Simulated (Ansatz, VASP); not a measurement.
This is a calculation of Si2Ni for VASP 6.6.1.

File INCAR:

```
SYSTEM = Si2Ni
PREC     = Accurate       ! precision mode
ENCUT    = 600            ! plane-wave cutoff, eV
EDIFF    = 1E-6           ! SCF threshold, eV
ISMEAR   = -1             ! smearing method
SIGMA    = 0.05           ! smearing width, eV
LREAL    = .False.        ! projectors in reciprocal space
LASPH    = .True.         ! aspherical terms in the spheres
NELM     = 150            ! most SCF steps
ALGO     = Normal         ! electronic algorithm
ISIF     = 3              ! what is computed and relaxed
LWAVE    = .False.        ! write WAVECAR
LCHARG   = .False.        ! write CHGCAR
ISPIN    = 2              ! spin polarisation
MAGMOM   = 1 0 0          ! initial moments
LORBIT   = 11             ! projections on sites
LMAXMIX  = 4              ! l up to which the mixer works
GGA      = RE             ! functional
IBRION   = 2              ! ionic algorithm
NSW      = 60             ! ionic steps
EDIFFG   = -0.01          ! ionic threshold
```

Contents of KPOINTS:

```
regular mesh
0
Gamma
  9 9 9
  0 0 0
```

Contents of POSCAR:

```
Si2Ni
1.0
    0.0000000000      2.7030000000      2.7030000000
    2.7030000000      0.0000000000      2.7030000000
    2.7030000000      2.7030000000      0.0000000000
Ni Si
1 2
Direct
    0.0000000000      0.0000000000      0.0000000000
    0.7500000000      0.7500000000      0.7500000000
    0.2500000000      0.2500000000      0.2500000000
```

Potentials or basis: VASP PAW PBE potentials, release 64 (Ni, Si).

Run with:

```console
$ cat potpaw_PBE.64/Ni/POTCAR potpaw_PBE.64/Si/POTCAR > POTCAR
$ mpirun -np 1 vasp_std > vasp.out
```

Problem. Set up the same calculation for Ansatz 0.2.0. Potentials there: Ansatz PAW.

Solution. As run (the cutoff follows the program's own potentials):

input.yaml

```yaml
crystal:
  lattice:
    - [0.0, 2.703, 2.703]
    - [2.703, 0.0, 2.703]
    - [2.703, 2.703, 0.0]
  atoms:
    - { symbol: Ni, position: [0.0, 0.0, 0.0], spin: 1.0 }
    - { symbol: Si, position: [0.75, 0.75, 0.75] }
    - { symbol: Si, position: [0.25, 0.25, 0.25] }
hamiltonian:
  xc: revpbe
  pseudopotentials: { kind: paw }
magnetization:
  spin_polarized: true
kpoints:
  mp_grid: { grid: [9, 9, 9] }
scf:
  occupations: { method: fermi_dirac, width: 0.05 }
output:
  forces: true
  stress: true
relax:
  f_tol: 0.01
  max_steps: 40
  cell: { stress_tol: 0.05 }
```

Potentials or basis: Ansatz PAW.

Run with:

```console
$ ansatz run input.yaml --threads 2 --pin off --max-ram 5632MiB --backend cpu --events-out ev --progress --plain --runs-dir out
```

Both were run:

|  | VASP | Ansatz | Ansatz less VASP |
| --- | --- | --- | --- |
| net moment per atom (μB) | 0.00 | 0.00 | 0.000 |
| relaxed volume (Å³/atom) | 13.65 | 13.68 | +0.027 |
| relaxed cell length with the largest relative difference (Å) | 3.869 | 3.872 | +0.0025 |

VASP's potentials were made for PBE, not for revPBE. VASP's potentials hold 18 valence electrons a cell and Ansatz's 26, so a difference there can come from the potentials and not from the codes.

Noted on Ansatz's run: the plane-wave basis is chosen anew once the cell has moved, so the energies of steps on either side of that aren't comparable.
